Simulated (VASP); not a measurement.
MgO, 2 atoms in the cell. Symmetry: Fm-3m, No. 225, cubic system. The conventional cell has a = 4.151 Å, b = 4.151 Å, c = 4.151 Å, α = 90.00°, β = 90.00°, γ = 90.00°. Within 2.7 Å of Mg (site symmetry m-3m) lie 6 O at 2.08 Å. Within 2.7 Å of O (site symmetry m-3m) lie 6 Mg at 2.08 Å. 

```yaml
Program: VASP 6.6.1
Task: single point
Functional: LDA
Potentials_or_basis: VASP PAW LDA potentials, release 64 (Mg, O)
Cutoff: 600 eV
k_mesh: 10 × 10 × 10
Occupations: gaussian, width 0.01 eV
Spin: no spin polarisation
Dipole_correction: no
Further_INCAR_settings: ALGO = Normal; EDIFF = 1e-06; NBANDS = 11
```

Potentials or basis: VASP PAW LDA potentials, release 64 (Mg, O).

Run with:

```sh
$ cat potpaw_LDA.64/Mg/POTCAR potpaw_LDA.64/O/POTCAR > POTCAR
$ mpirun -np 1 vasp_std > vasp.out
```

Hardware: 1 thread of Intel Xeon 8259CL, on a shared host.

**Question.** How long does it take, and how much memory?

**Answer.** Wall time 14 s on 1 thread of Intel Xeon 8259CL (shared host), peak memory 0.13 GiB. Counts: scf iterations 11, k points 47.
